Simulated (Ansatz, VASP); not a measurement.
Ta: VASP beside Ansatz

File INCAR:

```
PREC = Accurate
ENCUT = 520
EDIFF = 1E-6
ISMEAR = 0
SIGMA = 0.15
LREAL = False
LASPH = True
NELM = 100
ALGO = Fast
ISIF = 2
LWAVE = False
LCHARG = False
GGA = PS
NBANDS = 18
```

File KPOINTS:

```
Automatic mesh
0
Gamma
  22 22 14
```

POSCAR

```
Ta
1.0
   -1.6402597622      1.6402597622      1.6402597622
    1.6402597622     -1.6402597622      1.6402597622
    3.2805195245      3.2805195245      0.0000000000
Ta
2
Direct
   -0.0215547195      0.0215547195      0.0000000000
    0.5215547195      0.4784452805      0.5000000000
```

Input for Ansatz:

```yaml
crystal:
  lattice:
    - [-1.6402597622, 1.6402597622, 1.6402597622]
    - [1.6402597622, -1.6402597622, 1.6402597622]
    - [3.2805195245, 3.2805195245, 0.0]
  atoms:
    - { symbol: Ta, position: [-0.0215547195, 0.0215547195, 0.0] }
    - { symbol: Ta, position: [0.5215547195, 0.4784452805, 0.5] }
basis:
  ecutwfc: 420
kpoints:
  mp_grid: { grid: [22, 22, 14] }
hamiltonian:
  xc: pbesol
scf:
  occupations: { method: gaussian, width: 0.15 }
output:
  forces: true
  stress: true
  eigenvalues: true
  write_density: true
  write_potential: true
  elf: true
  volumetric_format: npy
```

Change from the starting cell: mode 4 (93.3 1/cm) frozen in, largest displacement -0.100 Å.

Alike in both runs: task single point; functional PBEsol; k mesh 22 × 22 × 14; occupations gaussian, width 0.15 eV; no spin polarisation.

```csv
,VASP,Ansatz
version,VASP 6.6.1,Ansatz 0.2.0
potentials or method,"VASP PAW PBE potentials, release 64 (Ta_pv), cutoff 520 eV","scalar-relativistic, plane waves, PAW"
valence electrons in the cell,22,26
```

Ansatz gave:

* gap on the k mesh at the Fermi level (eV): none
* pressure (GPa): 0.8
* traceless stress, the component that is largest in VASP (GPa): 0.05
* rms of the force components (eV/Å): 0.317

Task: Which values does VASP return?

Result: gap on the k mesh at the Fermi level (eV): none; pressure (GPa): 1.0; traceless stress, the component that is largest in VASP (GPa): 0.06; rms of the force components (eV/Å): 0.317.

VASP's potentials were made for PBE, not for PBEsol. Atom by atom the forces differ by 0.000 eV/Å (rms over components). A gap of «none» marks a metal or a gap that the smearing closes. VASP's potentials hold 22 valence electrons a cell and Ansatz's 26, so a difference there can come from the potentials and not from the codes.

Spin-orbit coupling is off throughout.
